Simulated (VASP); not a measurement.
# TiIn15O24 (a cell with a defect) in VASP: electric field gradients with PBE

Aim: the electric field gradients of TiIn15O24 (a cell with a defect) with PBE.

Everything below comes from runs of VASP 6.6.1. Logs are shortened: lines on timing, memory, paths and dates and some standing lists are left out, and cuts for length are marked.

## Step 1: The cell of the first run

The cell holds a defect, 40 atoms: a = 8.014 Å, b = 8.014 Å, c = 8.014 Å, α = 86.99°, β = 86.99°, γ = 86.99°.

## Step 2: Electric field gradients, PBE

File INCAR:

```
SYSTEM = TiIn15O24
ALGO = Normal
EDIFF = 1E-8
ENCUT = 520
GGA = PE
ISIF = 2
ISMEAR = -1
LASPH = .True.
LCHARG = .False.
LEFG = .True.
LREAL = Auto
LUSENCCL = .False.
LWAVE = .False.
NBANDS = 202
NELECT = 350.0
NELM = 100
PREC = Accurate
SIGMA = 0.01
```

File KPOINTS:

```
k-points
0
Gamma
  3 3 3
  0 0 0
```

File POSCAR:

```
TiIn15O24
1.0
   -5.5162086345     -3.1847845401      4.8636867567
    5.5162086345     -3.1847845401      4.8636867567
    0.0000000000      6.3695690801      4.8636867567
Ti In O
1 15 24
Direct
    0.6428840000      0.6428840000      0.6428840000
    0.1428840000      0.1428840000      0.6428840000
    0.1428840000      0.6428840000      0.1428840000
    0.6428840000      0.1428840000      0.1428840000
    0.8571160000      0.8571160000      0.8571160000
    0.3571160000      0.3571160000      0.8571160000
    0.3571160000      0.8571160000      0.3571160000
    0.8571160000      0.3571160000      0.3571160000
    0.3571160000      0.3571160000      0.3571160000
    0.8571160000      0.8571160000      0.3571160000
    0.8571160000      0.3571160000      0.8571160000
    0.3571160000      0.8571160000      0.8571160000
    0.1428840000      0.1428840000      0.1428840000
    0.6428840000      0.6428840000      0.1428840000
    0.6428840000      0.1428840000      0.6428840000
    0.1428840000      0.6428840000      0.6428840000
    0.6017523500      0.2500000000      0.3982476500
    0.1017523500      0.7500000000      0.3982476500
    0.1017523500      0.2500000000      0.8982476500
    0.6017523500      0.7500000000      0.8982476500
    0.2500000000      0.3982476500      0.6017523500
    0.7500000000      0.8982476500      0.6017523500
    0.7500000000      0.3982476500      0.1017523500
    0.2500000000      0.8982476500      0.1017523500
    0.3982476500      0.6017523500      0.2500000000
    0.8982476500      0.1017523500      0.2500000000
    0.8982476500      0.6017523500      0.7500000000
    0.3982476500      0.1017523500      0.7500000000
    0.3982476500      0.7500000000      0.6017523500
    0.8982476500      0.2500000000      0.6017523500
    0.8982476500      0.7500000000      0.1017523500
    0.3982476500      0.2500000000      0.1017523500
    0.6017523500      0.3982476500      0.7500000000
    0.1017523500      0.8982476500      0.7500000000
    0.1017523500      0.3982476500      0.2500000000
    0.6017523500      0.8982476500      0.2500000000
    0.7500000000      0.6017523500      0.3982476500
    0.2500000000      0.1017523500      0.3982476500
    0.2500000000      0.6017523500      0.8982476500
    0.7500000000      0.1017523500      0.8982476500
```

Potentials or basis: VASP PAW PBE potentials, release 64 (Ti_sv, In_d, O).

On the command line:

```sh
cat potpaw_PBE.64/Ti_sv/POTCAR potpaw_PBE.64/In_d/POTCAR potpaw_PBE.64/O/POTCAR > POTCAR
mpirun -np 1 vasp_std > vasp.out
```

OUTCAR:

```text
SYSTEM = TiIn15O24
   EDIFF = 1E-8
   ENCUT = 520
   GGA = PE
   ISIF = 2
   ISMEAR = -1
   LASPH = .True.
   LREAL = Auto
   NELECT = 350.0
   NELM = 100
   PREC = Accurate

 ion  position               nearest neighbor table
   1  0.643  0.643  0.643-  29 2.13  37 2.13  33 2.13  27 2.26  20 2.26  22 2.26   5 3.13  11 3.26
                            12 3.26  10 3.26
   2  0.143  0.143  0.643-  30 2.13  38 2.13  34 2.13  28 2.26  19 2.26  21 2.26   6 3.13  11 3.26
                            12 3.26   9 3.26   8 3.63   7 3.63   5 3.63  13 4.01  13 4.01  16 4.01
   3  0.143  0.643  0.143-  31 2.13  39 2.13  35 2.13  25 2.26  18 2.26  24 2.26   7 3.13   9 3.26
                            10 3.26  12 3.26   5 3.63   6 3.63   8 3.63  16 4.01  16 4.01  13 4.01
   4  0.643  0.143  0.143-  32 2.13  40 2.13  36 2.13  26 2.26  17 2.26  23 2.26   8 3.13   9 3.26
                            10 3.26  11 3.26   5 3.63   6 3.63   7 3.63  15 4.01  15 4.01  13 4.01
   5  0.857  0.857  0.857-  40 2.13  31 2.13  34 2.13  27 2.26  22 2.26  20 2.26   1 3.13  15 3.26
                            16 3.26  14 3.26   4 3.63   3 3.63   2 3.63  10 4.01  10 4.01  11 4.01
   6  0.357  0.357  0.857-  39 2.13  32 2.13  33 2.13  28 2.26  21 2.26  19 2.26   2 3.13  15 3.26
                            16 3.26  13 3.26   4 3.63   3 3.63   9 4.01   9 4.01  11 4.01  12 4.01
   7  0.357  0.857  0.357-  38 2.13  29 2.13  36 2.13  25 2.26  24 2.26  18 2.26   3 3.13  13 3.26
                            14 3.26  16 3.26   2 3.63   4 3.63  12 4.01  12 4.01  10 4.01   9 4.01
   8  0.857  0.357  0.357-  37 2.13  30 2.13  35 2.13  26 2.26  23 2.26  17 2.26   4 3.13  13 3.26
                            14 3.26  15 3.26   2 3.63   3 3.63  11 4.01  11 4.01  10 4.01   9 4.01
   9  0.357  0.357  0.357-  17 2.13  21 2.13  25 2.13  35 2.26  32 2.26  38 2.26  13 3.13   4 3.26
[... 37 lines left out ...]
  39  0.250  0.602  0.898-   6 2.13   3 2.13  16 2.26  12 2.26
  40  0.750  0.102  0.898-   5 2.13   4 2.13  15 2.26  11 2.26

  LATTYP: Found a trigonal (rhomboedric) cell.
 ALAT       =     8.0141661533
 COS(alpha) =     0.0524662700

  Lattice vectors:

 A1 = (  -5.5162086345,  -3.1847845401,   4.8636867567)
 A2 = (   5.5162086345,  -3.1847845401,   4.8636867567)
 A3 = (   0.0000000000,   6.3695690801,   4.8636867567)

Analysis of symmetry for initial positions (statically):
=====================================================================
 Subroutine PRICEL returns:
 Original cell was already a primitive cell.

 Routine SETGRP: Setting up the symmetry group for a
 trigonal (rhombohedral) supercell.

 Subroutine GETGRP returns: Found  3 space group operations
 (whereof  3 operations were pure point group operations)
 out of a pool of 12 trial point group operations.

The static configuration has the point symmetry C_3 .

Analysis of symmetry for dynamics (positions and initial velocities):
=====================================================================
 Subroutine PRICEL returns:
 Original cell was already a primitive cell.

 Routine SETGRP: Setting up the symmetry group for a
 trigonal (rhombohedral) supercell.

 Subroutine GETGRP returns: Found  3 space group operations
 (whereof  3 operations were pure point group operations)
 out of a pool of 12 trial point group operations.

The dynamic configuration has the point symmetry C_3 .

 Subroutine INISYM returns: Found  3 space group operations
 (whereof  3 operations are pure point group operations),
 and found     1 'primitive' translations

----------------------------------------------------------------------------------------

                                     Primitive cell

  volume of cell :     512.6696

  direct lattice vectors                    reciprocal lattice vectors
    -5.516208634 -3.184784540  4.863686757    -0.090641967 -0.052332164  0.068535115
     5.516208634 -3.184784540  4.863686757     0.090641967 -0.052332164  0.068535115
     0.000000000  6.369569080  4.863686757     0.000000000  0.104664328  0.068535115

  length of vectors
     8.014166153  8.014166153  8.014166153     0.125106689  0.125106689  0.125106689

  position of ions in fractional coordinates (direct lattice)
     0.642884000  0.642884000  0.642884000
     0.142884000  0.142884000  0.642884000
     0.142884000  0.642884000  0.142884000
     0.642884000  0.142884000  0.142884000
     0.857116000  0.857116000  0.857116000
     0.357116000  0.357116000  0.857116000
[... 32 lines left out ...]
     0.250000000  0.601752350  0.898247650
     0.750000000  0.101752350  0.898247650

[... 101 lines left out ...]
   ISIF   =      2    stress and relaxation
   ISYM   =      2    0-nonsym 1-usesym 2-fastsym
   POTIM  = 0.5000    time-step for ionic-motion
   TEBEG  =    0.0;   TEEND  =   0.0 temperature during run
   PSTRESS=    0.0 pullay stress
   NELECT =     350.0000    total number of electrons
   NUPDOWN=      -1.0000    fix difference up-down
   EMIN   =  10.00;   EMAX   =-10.00  energy-range for DOS
   EFERMI =   0.00;   METHOD = LEGACY
   ISMEAR =    -1;   SIGMA  =   0.01  broadening in eV -4-tet -1-fermi 0-gaus
   EFERMI_NEDOS =   21; number of points for ismear=-14 and -15
   IALGO  =     38    algorithm
   IMIX   =      4    mixing-type and parameters
     AMIX     =   0.40;   BMIX     =  1.00
     AMIX_MAG =   1.60;   BMIX_MAG =  1.00
  volume/ion in A,a.u.               =      12.82        86.49
  Fermi-wavevector in a.u.,A,eV,Ry     =   1.441512  2.724063 28.272326  2.077957
  Thomas-Fermi vector in A             =   2.560136
   LORBIT       =      0    0 simple, 1 ext, 2 COOP (PROOUT), +10 PAW based schemes
   GGA     = PE    functional components
   LHFCALC =     F    Hartree Fock is set to
   AEXX    =    0.0000 exact exchange contribution
   IVDW    =     0    specifies the selected vdW correction
   LEPSILON=     F    determine dielectric tensor
   LRPA    =     F    only Hartree local field effects (RPA)
 non-spin polarized calculation
  energy-cutoff  :      520.00
  volume of cell :      512.67
 maximum number of plane-waves:     13819
   NGX = 29   NGY = 29   NGZ = 29

 number of electron     350.0000014 magnetization

 Free energy of the ion-electron system (eV)
  ---------------------------------------------------
  ext. energy  EPLUGINS =         0.00000000
  ---------------------------------------------------
  free energy    TOTEN  =      -236.76813573 eV

  energy without entropy =     -236.76813573  energy(sigma->0) =     -236.76813573

 E-fermi :   5.6678     XC(G=0): -11.0911

 val. band max:        5.3728751939   @ k =   0.0000   0.0000   0.0000
 cond. band min:       6.7226304922   @ k =   0.0000   0.0000   0.0000
 fundamental gap:      1.3497552984
 Fermi energy:         5.6678450970

 k-point     1 :       0.0000    0.0000    0.0000
  band No.  band energies     occupation
      1     -52.5132      2.00000
      2     -28.6711      2.00000
      3     -28.6325      2.00000
      4     -28.6325      2.00000
      5     -12.2608      2.00000
      6     -11.8533      2.00000
[... 1129 lines left out ...]
    186      10.7785      0.00000
    187      10.8571      0.00000
 [bands above 187 left out]

------------------------ aborting loop because EDIFF is reached ----------------------------------------

  FORCE on cell =-STRESS in cart. coord.  units (eV):
  Direction    XX          YY          ZZ          XY          YZ          ZX
  --------------------------------------------------------------------------------------
  -------------------------------------------------------------------------------------
  Total       -1.6624252     -1.6624252     -1.8897697     -0.0000000      0.0000000     -0.0000000
  in kB       -5.1953534     -5.1953534     -5.9058428     -0.0000000      0.0000000     -0.0000000
  external PRESSURE =      -5.4321832 kB  Pullay stress =       0.0000000 kB

 VOLUME and BASIS-vectors are now :
 -----------------------------------------------------------------------------
  energy-cutoff  :      520.00
  volume of cell :      512.67
      direct lattice vectors                 reciprocal lattice vectors
    -5.516208634 -3.184784540  4.863686757    -0.090641967 -0.052332164  0.068535115
     5.516208634 -3.184784540  4.863686757     0.090641967 -0.052332164  0.068535115
     0.000000000  6.369569080  4.863686757     0.000000000  0.104664328  0.068535115

 POSITION                                       TOTAL-FORCE (eV/Angst)
 -----------------------------------------------------------------------------------
      0.00000     -0.00000      9.38036         0.000000     -0.000000      0.204049
      0.00000      3.18478      4.51667         0.036413     -0.051178     -0.078542
      2.75810     -1.59239      4.51667        -0.062528     -0.005946     -0.078542
     -2.75810     -1.59239      4.51667         0.026115      0.057124     -0.078542
      0.00000     -0.00000     12.50623         0.000000     -0.000000      0.563587
      0.00000      3.18478      7.64254         0.271944      0.519753     -0.166458
[... 32 lines left out ...]
      1.94034      3.00880      8.51145         0.014900     -0.259127     -0.045890
     -3.57587      3.00880      8.51145         0.069030     -0.145917     -0.163578
 -----------------------------------------------------------------------------------
    total drift:                                0.000000      0.000000      0.031022

  FREE ENERGIE OF THE ION-ELECTRON SYSTEM (eV)
  ---------------------------------------------------
  free  energy   TOTEN  =      -236.7681357302 eV

  energy  without entropy=     -236.7681357302  energy(sigma->0) =     -236.76813573

 Electric field gradients (V/A^2)
---------------------------------------------------------------------
 ion       V_xx      V_yy      V_zz      V_xy      V_xz      V_yz
---------------------------------------------------------------------
   1      -9.532    -9.532    19.064     0.000    -0.000     0.000
   2     -18.933   -21.835    40.768    -2.605    -2.462    -2.915
   3     -18.853   -21.915    40.768     2.559    -1.294     3.590
   4     -23.366   -17.402    40.768     0.046     3.756    -0.675
   5     -22.144   -22.144    44.288    -0.000     0.000     0.000
   6     -20.905   -17.651    38.557    10.882    -4.138    -9.271
[... 32 lines left out ...]
  39       5.648     7.881   -13.528    -3.176    31.719    19.306
  40       7.060     7.524   -14.584    -5.629    35.055    20.831
---------------------------------------------------------------------

 Electric field gradients after diagonalization (V/A^2)
 (convention: |V_zz| > |V_xx| > |V_yy|)
----------------------------------------------------------------------
 ion       V_xx      V_yy      V_zz     asymmetry (V_yy - V_xx)/ V_zz
----------------------------------------------------------------------
   1      -9.532    -9.532    19.064       0.000
   2     -23.586   -17.409    40.995       0.151
   3     -23.586   -17.409    40.995       0.151
   4     -23.586   -17.409    40.995       0.151
   5     -22.144   -22.144    44.288       0.000
   6     -30.413   -10.198    40.611       0.498
[... 32 lines left out ...]
  39      33.045    10.094   -43.139       0.532
  40      35.622    12.228   -47.850       0.489
----------------------------------------------------------------------

           NMR quadrupolar parameters

 Cq : quadrupolar parameter    Cq=e*Q*V_zz/h
 eta: asymmetry parameters     (V_yy - V_xx)/ V_zz
 Q  : nuclear electric quadrupole moment in mb (millibarn)
----------------------------------------------------------------------
 ion       Cq(MHz)       eta       Q (mb)
----------------------------------------------------------------------
   1       0.046       0.000       1.000
   2       0.099       0.151       1.000
   3       0.099       0.151       1.000
   4       0.099       0.151       1.000
   5       0.107       0.000       1.000
   6       0.098       0.498       1.000
[... 32 lines left out ...]
  39      -0.104       0.532       1.000
  40      -0.116       0.489       1.000
----------------------------------------------------------------------
```

Wall time 2.6 min (1 × NVIDIA H100 80GB with 1 thread of Intel Xeon Platinum 8481C at 2.70GHz (Sapphire Rapids), shared host); peak memory 1.6 GiB.

What came out:

- Free energy: -236.7681 eV
- Largest force: 3.066 eV/Å
- Largest electric field gradient by atom: Ti +19.1; In +41.0, +44.3, +40.6, +39.8, +40.9, +41.4, +46.6 (each value once); O -44.9, -50.0, -45.4, -45.3, -36.3, -43.1, -47.9, -47.8 (each value once) V/Å²

Forces on the atoms (eV/Å):
```
Ti   0.000  0.000  0.204
In   0.036 -0.051 -0.079
In  -0.063 -0.006 -0.079
In   0.026  0.057 -0.079
In   0.000  0.000  0.564
In   0.272  0.520 -0.166
In   0.314 -0.495 -0.166
In  -0.586 -0.024 -0.166
In   0.000  0.000 -0.081
In   0.116 -0.594  0.278
In  -0.572  0.196  0.278
In   0.456  0.397  0.278
In   0.000  0.000 -0.104
In   0.060 -0.001 -0.222
In  -0.031 -0.051 -0.222
In  -0.029  0.052 -0.222
O   -0.044  0.071  0.179
O   -0.016  0.190  0.053
O    0.054 -0.095 -0.045
O   -0.630 -1.223 -1.228
O    0.083  0.003  0.179
O   -0.744  1.157 -1.228
O    0.172 -0.082  0.053
O   -0.110  0.001 -0.045
O   -0.039 -0.073  0.179
O    0.055  0.095 -0.045
O    1.374  0.066 -1.228
O   -0.157 -0.108  0.053
O   -2.798 -0.260  1.226
O    0.217  0.142 -0.046
O    0.092  0.133 -0.164
O   -0.016 -0.126  0.019
O    1.624 -2.293  1.226
O   -0.161  0.013 -0.164
O    0.117  0.049  0.019
O   -0.232  0.117 -0.046
O    1.173  2.553  1.226
O   -0.101  0.076  0.019
O    0.015 -0.259 -0.046
O    0.069 -0.146 -0.164
```

Levels at points of the mesh, in eV from the Fermi level:
| k point | band 171 | band 172 | band 173 | band 174 | band 175 | band 176 | band 177 | band 178 | band 179 | band 180 |
| --- | --- | --- | --- | --- | --- | --- | --- | --- | --- | --- |
| (0.00, 0.00, 0.00) | -0.40 | -0.40 | -0.37 | -0.29 | -0.29 | 1.05 | 1.47 | 1.47 | 1.49 | 2.93 |

Electric field gradients, principal values (V/Å²):
```csv
atom,least,middle,greatest (by size)
1 Ti,-9.532,-9.532,19.064
2 In,-17.409,-23.586,40.995
3 In,-17.409,-23.586,40.995
4 In,-17.409,-23.586,40.995
5 In,-22.144,-22.144,44.288
6 In,-10.198,-30.413,40.611
7 In,-10.198,-30.413,40.611
8 In,-10.198,-30.413,40.611
9 In,-19.883,-19.883,39.765
10 In,-16.019,-24.850,40.869
11 In,-16.019,-24.850,40.869
12 In,-16.019,-24.850,40.869
13 In,-20.710,-20.710,41.421
14 In,-12.497,-34.099,46.596
15 In,-12.497,-34.099,46.596
16 In,-12.497,-34.099,46.596
17 O,8.805,36.095,-44.900
18 O,11.372,38.580,-49.952
19 O,10.109,35.263,-45.371
20 O,11.586,33.713,-45.299
21 O,8.805,36.095,-44.900
22 O,11.586,33.713,-45.299
23 O,11.372,38.580,-49.952
24 O,10.109,35.263,-45.371
25 O,8.805,36.095,-44.900
26 O,10.109,35.263,-45.371
27 O,11.586,33.713,-45.299
28 O,11.372,38.580,-49.952
29 O,5.682,30.652,-36.334
30 O,10.094,33.045,-43.139
31 O,12.228,35.622,-47.850
32 O,11.815,35.965,-47.779
33 O,5.682,30.652,-36.334
34 O,12.228,35.622,-47.850
35 O,11.815,35.965,-47.779
36 O,10.094,33.045,-43.139
37 O,5.682,30.652,-36.334
38 O,11.815,35.965,-47.779
39 O,10.094,33.045,-43.139
40 O,12.228,35.622,-47.850
```

Caveat: the cell carries a net charge on a neutralising background, which shifts energy and pressure; the cell is charged against a uniform background, so pressure and absolute levels hang on convention; without QUAD_EFG the Cq values of the log hold for a quadrupole moment of 1 mb, not for the nuclei; spin-orbit coupling is left out, which moves the levels of the heavy elements.
